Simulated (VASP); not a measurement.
CdS: single point with PBEsol

Crystal: CdS.

```xyz
2
Lattice="4.0010 0.0000 0.0000 -2.0005 3.4650 0.0000 2.0005 -1.1550 3.4813" Properties=species:S:1:pos:R:3 pbc="T T T"
Cd    0.0000    0.0000    0.0000
S     4.0010    0.0000    2.6110
```

| Item | Value |
| --- | --- |
| Program | VASP 6.6.1 |
| Task | single point |
| Functional | PBEsol |
| Potentials or basis | VASP PAW PBE potentials, release 64 (Cd_sv_GW, S) |
| Cutoff | 540 eV |
| k mesh | 9 × 9 × 10 |
| Occupations | gaussian, width 0.02 eV |
| Spin | no spin polarisation |

```
Pressure               : 1.0 GPa
Largest force          : 0.441 eV/Å
Band gap on the k mesh : 0.96 eV
```

Forces on the atoms (eV/Å):
```
Cd   0.000  0.000  0.441
S    0.000  0.000 -0.441
```

Stress tensor (GPa, compression positive):
```
 3.22  0.00  0.00
 0.00  3.22  0.00
 0.00  0.00 -3.50
```

Levels at points of the mesh, in eV from the valence-band top:
| k point | band 9 | band 10 | band 11 | band 12 | band 13 | band 14 | band 15 | band 16 | band 17 | band 18 |
| --- | --- | --- | --- | --- | --- | --- | --- | --- | --- | --- |
| (0.00, 0.00, 0.00) | -7.39 | -7.39 | -0.25 | 0.00 | 0.00 | 0.96 | 5.87 | 6.66 | 6.66 | 11.27 |
| (0.00, 0.00, 0.50) | -7.36 | -7.07 | -4.69 | -0.66 | -0.66 | 3.12 | 6.97 | 7.13 | 7.13 | 11.10 |

It took 3.1 min on 1 thread of AMD EPYC 9R45 96-Core Processor (Zen 5), on a shared host, peak memory 0.55 GiB.

Caveat: the PAW data sets were made with another functional, which shifts forces and pressure a little.
